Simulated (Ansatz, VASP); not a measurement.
**Two plane-wave programs on B4Te**

```
B Te
1.0
     2.82937   -0.52592    0.50035
    -0.63723    4.42259   -0.36596
     1.91599    0.76616    5.92557
B Te
4 1
Cartesian
  3.6318 2.2166 6.2253
  2.0300 1.5823 6.0850
  2.0781 3.0805 -0.0250
  0.4763 2.4462 -0.1653
  2.3727 0.1201 3.2130
```

Alike in both runs: functional PBE; k mesh 6 × 4 × 4; occupations gaussian, width 0.1 eV; no spin polarisation.

Ansatz relaxed the structure, and its values are those at the end. VASP's run is a single point on that final structure, the one shown.

```csv
,VASP,Ansatz
version,VASP 6.6.1,Ansatz 0.2.0
potentials or method,"VASP PAW PBE potentials, release 64 (B, Te), cutoff 520 eV","scalar-relativistic, plane waves, PAW"
valence electrons in the cell,18,28
```

Ansatz gave:

```
gap on the k mesh at the Fermi level (eV) : none
pressure (GPa)                            : 0.1
rms of the force components (eV/Å)        : 0.008
```

Task: What did VASP give for the same quantities?

Result: gap on the k mesh at the Fermi level (eV): none; pressure (GPa): 0.1; rms of the force components (eV/Å): 0.012.

A gap of «none» marks a metal or a gap that the smearing closes. VASP's potentials hold 18 valence electrons a cell and Ansatz's 28, so a difference there can come from the potentials and not from the codes.

The k mesh is coarse, so the values compare programs but aren't converged. Neither program's run includes spin-orbit coupling.
